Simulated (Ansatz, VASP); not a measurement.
AlSn: VASP beside Ansatz

INCAR

```
SYSTEM = AlSn
PREC     = Accurate       ! precision mode
ENCUT    = 500            ! plane-wave cutoff, eV
EDIFF    = 1E-6           ! SCF threshold, eV
ISMEAR   = 0              ! smearing method
SIGMA    = 0.1            ! smearing width, eV
LREAL    = .FALSE.        ! projectors in reciprocal space
LASPH    = .TRUE.         ! aspherical terms in the spheres
NELM     = 120            ! most SCF steps
ALGO     = Normal         ! electronic algorithm
ISIF     = 2              ! what is computed and relaxed
LWAVE    = .FALSE.        ! write WAVECAR
LCHARG   = .TRUE.         ! write CHGCAR
GGA      = CA             ! functional
LELF     = .TRUE.         ! ELF
LVHAR    = .TRUE.       
NBANDS   = 16             ! bands
GGA_COMPAT= .FALSE.
```

File KPOINTS:

```
regular mesh
0
G
  3 3 1
  0 0 0
```

The input POSCAR:

```
AlSn
1.0
    4.1981056157      0.0000000000      0.0000000000
   -2.0990528078      3.6356661109      0.0000000000
    0.0000000000      0.0000000000      3.3068470000
Al Sn
1 1
Direct
    0.0000000000      0.0000000000      0.0000000000
    0.3333333333      0.6666666667      0.5000000000
```

Input for Ansatz:

```yaml
crystal:
  lattice:
    - [4.1981056157, 0.0, 0.0]
    - [-2.0990528078, 3.6356661109, 0.0]
    - [0.0, 0.0, 3.306847]
  atoms:
    - { symbol: Al, position: [0.0, 0.0, 0.0] }
    - { symbol: Sn, position: [0.3333333333, 0.6666666667, 0.5] }
basis:
  ecutwfc: "33 Ry"
kpoints:
  mp_grid: { grid: [3, 3, 1] }
hamiltonian:
  xc: lda
scf:
  occupations: { method: gaussian, width: 0.1 }
  eigensolver: { kind: davidson, full_accuracy: true }
  max_iter: 100
output:
  forces: true
  stress: true
  eigenvalues: true
```

Alike in both runs: task single point; functional LDA; k mesh 3 × 3 × 1; occupations gaussian, width 0.1 eV; no spin polarisation.

|  | VASP | Ansatz |
| --- | --- | --- |
| version | VASP 6.6.1 | Ansatz 0.2.0 |
| potentials or method | VASP PAW LDA potentials, release 64 (Al, Sn_d), cutoff 500 eV | scalar-relativistic, plane waves, PAW |
| valence electrons in the cell | 17 | 17 |

|  | VASP | Ansatz | Ansatz less VASP |
| --- | --- | --- | --- |
| gap on the k mesh at the Fermi level (eV) | none | none | - |
| pressure (GPa) | -10.0 | -9.9 | +0.02 |
| traceless stress, the component that is largest in VASP (GPa) | -83.62 | -83.55 | +0.070 |

LDA's correlation is that of Perdew and Zunger in VASP and of Perdew and Wang (1992) in Ansatz. A gap of «none» marks a metal or a gap that the smearing closes.

The k mesh is coarse, so the values compare programs but aren't converged.
